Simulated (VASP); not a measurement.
Input of a VASP 6.6.1 run:

File INCAR:

```
SYSTEM = GaSb
  PREC = Accurate
  ENCUT = 520
  EDIFF = 1E-6
  ISMEAR = 0
  SIGMA = 0.15
  LREAL = .FALSE.
  LASPH = .TRUE.
  NELM = 80
  ALGO = Normal
  ISIF = 2
  LWAVE = .FALSE.
  LCHARG = .FALSE.
  GGA = PE
  NBANDS = 16
```

The input KPOINTS:

```
Automatic mesh
0
G
  16 16 16
  0 0 0
```

POSCAR

```
GaSb
1.0
   -2.6368500000      2.6368500000      1.6444000000
    2.6368500000     -2.6368500000      1.6444000000
    2.6368500000      2.6368500000     -1.6444000000
Ga Sb
1 1
Direct
    0.2500000000      0.7500000000      0.5000000000
    0.0000000000      0.0000000000      0.0000000000
```

Potentials or basis: VASP PAW PBE potentials, release 64 (Ga_d, Sb).

Launch:

```console
$ cat potpaw_PBE.64/Ga_d/POTCAR potpaw_PBE.64/Sb/POTCAR > POTCAR
$ mpirun -np 1 vasp_std > vasp.out
```

Q: What does it give for the band gap on the k mesh?

A: Zero (bands 9 and 10 overlap by 5.33 eV).

Q: What does it give for the pressure?

A: 4.4 GPa.

Stress tensor (GPa, compression positive):
```
6.20 0.00 0.00
0.00 6.20 0.00
0.00 0.00 0.72
```

Caveat: the stress differs along the axes, from 1 to 6 GPa; spin-orbit coupling is left out, which moves the levels of the heavy elements.
